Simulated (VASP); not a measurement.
Re: relaxation of cell and atoms with r2SCAN

Crystal: Re.

```xyz
4
Lattice="3.8900 0.0000 0.0000 0.0000 3.8900 0.0000 0.0000 0.0000 3.8900" Properties=species:S:1:pos:R:3 pbc="T T T"
Re    0.0000    0.0000    0.0000
Re    0.0000    1.9450    1.9450
Re    1.9450    0.0000    1.9450
Re    1.9450    1.9450    0.0000
```

This isn't the form of Re at room conditions, which is hcp.

```
Program                : VASP 6.6.1
Task                   : relaxation of cell and atoms
Functional             : r2SCAN
Potentials or basis    : VASP PAW PBE potentials, release 64 (Re)
Cutoff                 : 600 eV
k mesh                 : 5 × 5 × 5
Occupations            : gaussian, width 0.05 eV
Spin                   : no spin polarisation
Dipole correction      : no
Further INCAR settings : ALGO = Normal; EDIFF = 1e-06; IBRION = 2; EDIFFG = -0.01; NSW = 80; ISIF = 3
```

```yaml
Relaxed_volume: 14.76 Å³/atom
Relaxed_cell: a = 3.894 Å, b = 3.894 Å, c = 3.894 Å, α = 90.00°, β = 90.00°, γ = 90.00°
Space_group_after_relaxing_to_0.1_Å: Fm-3m (No. 225)
Energy_gained_by_relaxing: 0.1 meV/atom
Ionic_steps: 3
Pressure_after_relaxing: 0.0 GPa
Band_gap_on_the_k_mesh: zero (bands 14 and 15 overlap by 3.68 eV)
```

The path:
```tsv
step	energy change (eV)	largest force (eV/Å)	pressure (GPa)	volume (Å³)
1	0.0000	0.0000	1.12	58.86
2	0.0101	0.0000	-4.66	59.74
3	-0.0006	0.0000	0.02	59.03
```

Final structure:
```
CELL_PARAMETERS angstrom
3.89359 0.00000 0.00000
0.00000 3.89359 0.00000
0.00000 0.00000 3.89359
ATOMIC_POSITIONS crystal
Re 0.00000 0.00000 0.00000
Re 0.00000 0.50000 0.50000
Re 0.50000 0.00000 0.50000
Re 0.50000 0.50000 0.00000
```

Levels at points of the mesh, in eV from the Fermi level:
| k point | band 9 | band 10 | band 11 | band 12 | band 13 | band 14 | band 15 | band 16 | band 17 | band 18 |
| --- | --- | --- | --- | --- | --- | --- | --- | --- | --- | --- |
| (0.00, 0.00, 0.00) | -2.11 | -2.11 | 1.30 | 1.30 | 2.73 | 2.73 | 2.73 | 3.88 | 3.88 | 3.88 |

Wall time 2.2 min on 1 thread of AMD EPYC 7R13 Processor (Zen 3) (shared host), peak memory 0.17 GiB.

Caveat: the PAW data sets were made with another functional, which shifts forces and pressure a little; spin-orbit coupling is left out, which moves the levels of the heavy elements.
